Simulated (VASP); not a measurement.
# CoSi2 (AlB2 type) (P6/mmm) in VASP: single point with PBE

Aim: the single point of CoSi2 (AlB2 type) with PBE.

Program: VASP 6.6.1. These are calculated values, not measurements. Logs are shortened: lines on timing, memory, paths and dates and some standing lists are left out, and cuts for length are marked.

## Step 1: The cell of the first run

The structure is hexagonal, space group P6/mmm (No. 191). The conventional cell has a = 3.531 Å, b = 3.531 Å, c = 2.161 Å, α = 90.00°, β = 90.00°, γ = 120.00°. Within 2.9 Å of Co (site symmetry 6/mmm) lie 2 Co at 2.16 Å and 12 Si at 2.31 Å. Si (site symmetry -6m2) has 5 Si at 2.04 to 2.16 Å and 6 Co at 2.31 Å within 2.7 Å.

## Step 2: Single point, PBE

The input, INCAR:

```
SYSTEM = CoSi2
ALGO = Normal ; EDIFF = 1E-6
ENCUT = 690 ; GGA = PE
GGA_COMPAT = .FALSE. ; ISIF = 2
ISMEAR = -1 ; LASPH = .TRUE.
LCHARG = .FALSE. ; LREAL = .FALSE.
LWAVE = .FALSE. ; NBANDS = 20
NELM = 120 ; PREC = Accurate
SIGMA = 0.08
```

The input, KPOINTS:

```
k-points
0
G
  10 10 8
  0 0 0
```

The input, POSCAR:

```
CoSi2
1.0
    3.5307847387      0.0000000000      0.0000000000
   -1.7653923693      3.0577492790      0.0000000000
    0.0000000000      0.0000000000      2.1610599751
Co Si
1 2
Direct
    0.0000000000      0.0000000000      0.0000000000
    0.3333333333      0.6666666667      0.5000000000
    0.6666666667      0.3333333333      0.5000000000
```

Potentials or basis: VASP PAW PBE potentials, release 64 (Co_sv, Si).

Run with:

```
> cat potpaw_PBE.64/Co_sv/POTCAR potpaw_PBE.64/Si/POTCAR > POTCAR
> mpirun -np 1 vasp_std > vasp.out
```

OUTCAR:

```text
SYSTEM = CoSi2
   EDIFF = 1E-6
   ENCUT = 690
   GGA = PE
   ISIF = 2
   ISMEAR = -1
   LASPH = .TRUE.
   LREAL = .FALSE.
   NELM = 120
   PREC = Accurate

 ion  position               nearest neighbor table
   1  0.000  0.000  0.000-   2 2.31   3 2.31   2 2.31   3 2.31   2 2.31   2 2.31   3 2.31   3 2.31
                             3 2.31   3 2.31   2 2.31   2 2.31
   2  0.333  0.667  0.500-   3 2.04   3 2.04   3 2.04   1 2.31   1 2.31   1 2.31   1 2.31   1 2.31
                             1 2.31   3 2.97   3 2.97   3 2.97   3 2.97   3 2.97   3 2.97
   3  0.667  0.333  0.500-   2 2.04   2 2.04   2 2.04   1 2.31   1 2.31   1 2.31   1 2.31   1 2.31
                             1 2.31   2 2.97   2 2.97   2 2.97   2 2.97   2 2.97   2 2.97

  LATTYP: Found a hexagonal cell.
 ALAT       =     3.5307847387
 C/A-ratio  =     0.6120622284

  Lattice vectors:

 A1 = (   3.5307847387,   0.0000000000,   0.0000000000)
 A2 = (  -1.7653923693,   3.0577492790,   0.0000000000)
 A3 = (   0.0000000000,   0.0000000000,   2.1610599751)

Analysis of symmetry for initial positions (statically):
=====================================================================
 Subroutine PRICEL returns:
 Original cell was already a primitive cell.

 Routine SETGRP: Setting up the symmetry group for a
 hexagonal supercell.

 Subroutine GETGRP returns: Found 24 space group operations
 (whereof 24 operations were pure point group operations)
 out of a pool of 24 trial point group operations.

The static configuration has the point symmetry D_6h.

Analysis of symmetry for dynamics (positions and initial velocities):
=====================================================================
 Subroutine PRICEL returns:
 Original cell was already a primitive cell.

 Routine SETGRP: Setting up the symmetry group for a
 hexagonal supercell.

 Subroutine GETGRP returns: Found 24 space group operations
 (whereof 24 operations were pure point group operations)
 out of a pool of 24 trial point group operations.

The dynamic configuration has the point symmetry D_6h.

 Subroutine INISYM returns: Found 24 space group operations
 (whereof 24 operations are pure point group operations),
 and found     1 'primitive' translations

----------------------------------------------------------------------------------------

                                     Primitive cell

  volume of cell :      23.3314

  direct lattice vectors                    reciprocal lattice vectors
     3.530784739  0.000000000  0.000000000     0.283223157  0.163518966  0.000000000
    -1.765392369  3.057749279  0.000000000     0.000000000  0.327037932  0.000000000
     0.000000000  0.000000000  2.161059975     0.000000000  0.000000000  0.462735885

  length of vectors
     3.530784739  3.530784739  2.161059975     0.327037932  0.327037932  0.462735885

  position of ions in fractional coordinates (direct lattice)
     0.000000000  0.000000000  0.000000000
     0.333333333  0.666666667  0.500000000
     0.666666667  0.333333333  0.500000000

  ion indices of the primitive-cell ions
   primitive index   ion index
                 1           1
                 2           2
                 3           3

----------------------------------------------------------------------------------------

 KPOINTS: k-points

Automatic generation of k-mesh.
 Grid dimensions read from file:
 generate k-points for:   10   10    8

 Generating k-lattice:

  Cartesian coordinates                     Fractional coordinates (reciprocal lattice)
     0.028322316  0.016351897  0.000000000     0.100000000  0.000000000  0.000000000
     0.000000000  0.032703793  0.000000000     0.000000000  0.100000000  0.000000000
     0.000000000  0.000000000  0.057841986     0.000000000  0.000000000  0.125000000

  Length of vectors
     0.032703793  0.032703793  0.057841986

  Shift w.r.t. Gamma in fractional coordinates (k-lattice)
     0.000000000  0.000000000  0.000000000

 Subroutine IBZKPT returns following result:
 ===========================================

 Found     70 irreducible k-points:

 Following reciprocal coordinates:
            Coordinates               Weight
  0.000000  0.000000  0.000000      1.000000
  0.100000  0.000000  0.000000      6.000000
  0.200000  0.000000  0.000000      6.000000
  0.300000  0.000000  0.000000      6.000000
  0.400000  0.000000  0.000000      6.000000
  0.500000  0.000000  0.000000      3.000000
[... 16 lines left out ...]
  0.300000  0.100000  0.125000     24.000000
  0.400000  0.100000  0.125000     24.000000
 [... further k-points ...]
   k-points           NKPTS =     70   k-points in BZ     NKDIM =     70   number of bands    NBANDS=     20
   number of dos      NEDOS =    301   number of ions     NIONS =      3
   total plane-waves  NPLWV =  18000
   dimension x,y,z NGX =    30 NGY =   30 NGZ =   20
   dimension x,y,z NGXF=    60 NGYF=   60 NGZF=   40
   ions per type =               1   2
   NGX,Y,Z   is equivalent  to a cutoff of  14.13, 14.13, 15.39 a.u.
   NGXF,Y,Z  is equivalent  to a cutoff of  28.25, 28.25, 30.77 a.u.
 SYSTEM =  CoSi2
   PREC   = accura    normal or accurate (medium, high low for compatibility)
   ISTART =      0    job   : 0-new  1-cont  2-samecut
   ICHARG =      2    charge: 1-file 2-atom 10-const
   ISPIN  =      1    spin polarized calculation?
   LNONCOLLINEAR =      F non collinear calculations
   LSORBIT =      F    spin-orbit coupling
   LASPH  =      T    aspherical Exc in radial PAW
   ENCUT  =  690.0 eV  50.71 Ry    7.12 a.u.   7.56  7.56  4.63*2*pi/ulx,y,z
   NELM   =    120;   NELMIN=  2; NELMDL= -5     # of ELM steps
   EDIFF  = 0.1E-05   stopping-criterion for ELM
   LREAL  =      F    real-space projection
   EDIFFG = 0.1E-04   stopping-criterion for IOM
   NSW    =      0    number of steps for IOM
   IBRION =     -1    ionic relax: 0-MD 1-quasi-New 2-CG
   NFREE  =      0    steps in history (QN), initial steepest desc. (CG)
   ISIF   =      2    stress and relaxation
   ISYM   =      2    0-nonsym 1-usesym 2-fastsym
   POTIM  = 0.5000    time-step for ionic-motion
   TEBEG  =    0.0;   TEEND  =   0.0 temperature during run
   PSTRESS=    0.0 pullay stress
   NELECT =      25.0000    total number of electrons
   NUPDOWN=      -1.0000    fix difference up-down
   EMIN   =  10.00;   EMAX   =-10.00  energy-range for DOS
   EFERMI =   0.00;   METHOD = LEGACY
   ISMEAR =    -1;   SIGMA  =   0.08  broadening in eV -4-tet -1-fermi 0-gaus
   EFERMI_NEDOS =   21; number of points for ismear=-14 and -15
   IALGO  =     38    algorithm
   IMIX   =      4    mixing-type and parameters
     AMIX     =   0.40;   BMIX     =  1.00
     AMIX_MAG =   1.60;   BMIX_MAG =  1.00
  volume/ion in A,a.u.               =       7.78        52.48
  Fermi-wavevector in a.u.,A,eV,Ry     =   1.675232  3.165729 38.183402  2.806401
  Thomas-Fermi vector in A             =   2.759887
   LORBIT       =      0    0 simple, 1 ext, 2 COOP (PROOUT), +10 PAW based schemes
   GGA     = PE    functional components
   LHFCALC =     F    Hartree Fock is set to
   AEXX    =    0.0000 exact exchange contribution
   IVDW    =     0    specifies the selected vdW correction
   LEPSILON=     F    determine dielectric tensor
   LRPA    =     F    only Hartree local field effects (RPA)
 non-spin polarized calculation
  energy-cutoff  :      690.00
  volume of cell :       23.33
 maximum number of plane-waves:       982
   NGX = 15   NGY = 15   NGZ =  9

 number of electron      24.9999976 magnetization

 Free energy of the ion-electron system (eV)
  ---------------------------------------------------
  ext. energy  EPLUGINS =         0.00000000
  ---------------------------------------------------
  free energy    TOTEN  =       -11.20318681 eV

  energy without entropy =      -11.16145387  energy(sigma->0) =      -11.18232034

 E-fermi :  20.5259     XC(G=0): -14.6320

 val. band max:       20.5235492282   @ k =   0.2000   0.1000   0.5000
 cond. band min:      20.5431198495   @ k =   0.3000   0.1000   0.0000
 fundamental gap:      0.0195706214
 Fermi energy:        20.5259091625

 k-point     1 :       0.0000    0.0000    0.0000
  band No.  band energies     occupation
      1     -75.8102      2.00000
      2     -39.2192      2.00000
      3     -39.2192      2.00000
      4     -38.7210      2.00000
      5       1.1015      2.00000
      6      11.4109      2.00000
[... 12 lines left out ...]
     19      39.2129      0.00000
     20      39.2129      0.00000

 k-point     2 :       0.1000    0.0000    0.0000
  band No.  band energies     occupation
      1     -75.8102      2.00000
      2     -39.2202      2.00000
      3     -39.2196      2.00000
      4     -38.7211      2.00000
      5       1.2579      2.00000
      6      10.7891      2.00000
[... 12 lines left out ...]
     19      38.6679      0.00000
     20      39.1712      0.00000

 k-point     3 :       0.2000    0.0000    0.0000
  band No.  band energies     occupation
      1     -75.8101      2.00000
      2     -39.2223      2.00000
      3     -39.2201      2.00000
      4     -38.7211      2.00000
      5       1.7210      2.00000
      6       9.4427      2.00000
[... 12 lines left out ...]
     19      36.7339      0.00000
     20      37.5392      0.00000

 k-point     4 :       0.3000    0.0000    0.0000
  band No.  band energies     occupation
      1     -75.8100      2.00000
      2     -39.2248      2.00000
      3     -39.2207      2.00000
      4     -38.7211      2.00000
      5       2.4704      2.00000
      6       7.9032      2.00000
[... 429 lines left out ...]
 k-point    23 :       0.3000    0.1000    0.1250
  band No.  band energies     occupation
      1     -75.7942      2.00000
      2     -39.2125      2.00000
      3     -39.2084      2.00000
      4     -38.8307      2.00000
      5       3.5044      2.00000
      6       7.5705      2.00000
[... 12 lines left out ...]
     19      33.5527      0.00000
     20      34.2539      0.00000

 k-point    24 :       0.4000    0.1000    0.1250
  band No.  band energies     occupation
      1     -75.7941      2.00000
      2     -39.2136      2.00000
      3     -39.2087      2.00000
      4     -38.8307      2.00000
      5       4.4994      2.00000
      6       6.2633      2.00000
[... 12 lines left out ...]
     19      32.3685      0.00000
     20      33.9641      0.00000

 [... further k-points ...]

------------------------ aborting loop because EDIFF is reached ----------------------------------------

  FORCE on cell =-STRESS in cart. coord.  units (eV):
  Direction    XX          YY          ZZ          XY          YZ          ZX
  --------------------------------------------------------------------------------------
  -------------------------------------------------------------------------------------
  Total       29.1872056     29.1872056     29.2340332      0.0000000      0.0000000      0.0000000
  in kB     2004.3020334   2004.3020334   2007.5177096      0.0000000      0.0000000      0.0000000
  external PRESSURE =    2005.3739255 kB  Pullay stress =       0.0000000 kB

 VOLUME and BASIS-vectors are now :
 -----------------------------------------------------------------------------
  energy-cutoff  :      690.00
  volume of cell :       23.33
      direct lattice vectors                 reciprocal lattice vectors
     3.530784739  0.000000000  0.000000000     0.283223157  0.163518966  0.000000000
    -1.765392369  3.057749279  0.000000000     0.000000000  0.327037932  0.000000000
     0.000000000  0.000000000  2.161059975     0.000000000  0.000000000  0.462735885

 POSITION                                       TOTAL-FORCE (eV/Angst)
 -----------------------------------------------------------------------------------
      0.00000      0.00000      0.00000        -0.000000      0.000000      0.000000
     -0.00000      2.03850      1.08053         0.000000     -0.000000      0.000000
      1.76539      1.01925      1.08053        -0.000000      0.000000      0.000000
 -----------------------------------------------------------------------------------
    total drift:                                0.000000     -0.000000      0.000000

  FREE ENERGIE OF THE ION-ELECTRON SYSTEM (eV)
  ---------------------------------------------------
  free  energy   TOTEN  =       -11.2031868097 eV

  energy  without entropy=      -11.1614538669  energy(sigma->0) =      -11.18232034
```

Run time: 30 s. Hardware: 1 thread of Intel Xeon Platinum 8488C (Sapphire Rapids), shared host; peak memory 0.18 GiB.

Results:

| Property | Result |
| --- | --- |
| Free energy | -11.2032 eV |
| Pressure | 200.5 GPa |
| Band gap on the k mesh | zero (an odd number of electrons rules out a gap without spin polarisation) |

Levels at points of the mesh, in eV from the Fermi level:
```tsv
k point	band 11	band 12	band 13	band 14	band 15	band 16
(0.00, 0.00, 0.00)	-3.55	-1.78	-1.78	0.34	0.34	5.32
(0.50, 0.00, 0.00)	-1.98	-1.84	0.24	5.06	5.38	6.80
(0.00, 0.00, 0.50)	-1.42	-1.42	-0.23	0.43	5.27	5.27
(0.50, 0.00, 0.50)	-3.20	-0.55	-0.49	0.65	1.08	1.26
```

Caveat: the k points lie up to 0.36 Å⁻¹ apart, too coarse for converged energies and pressures of a metal; an odd number of electrons without spin polarisation forces a metal; a magnetic or distorted state may lie lower.
